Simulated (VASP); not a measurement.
Ag, 4 atoms in the cell. Symmetry: R-3m, No. 166, trigonal system. Conventional cell: a = 2.731 Å, b = 2.731 Å, c = 7.522 Å, α = 90.00°, β = 90.00°, γ = 120.00°. Within 3.6 Å of Ag (site symmetry -3m) lie 12 Ag at 2.73 to 2.96 Å. 

| Property | Result |
| --- | --- |
| Program | VASP 6.6.1 |
| Task | single point |
| Functional | PBE |
| Dispersion | D3(BJ) |
| Potentials or basis | VASP PAW PBE potentials, release 64 (Ag) |
| Cutoff | 520 eV |
| k mesh | 9 × 9 × 14 |
| Occupations | gaussian, width 0.1 eV |
| Spin | no spin polarisation |
| Dipole correction | no |
| Further INCAR settings | ALGO = Fast; EDIFF = 1e-06; NBANDS = 30 |

Potentials or basis: VASP PAW PBE potentials, release 64 (Ag).

Launch:

```console
$ cat potpaw_PBE.64/Ag/POTCAR > POTCAR
$ mpirun -np 1 vasp_std > vasp.out
```

Hardware: 1 thread of Oxide Virtual Turin-like Processor (shared host).

Problem. How long does it take, and how much memory?

Solution. It took 15 min on 1 thread of Oxide Virtual Turin-like Processor, with other jobs on the host, peak memory 0.52 GiB. Counts: scf iterations 12, k points 320.
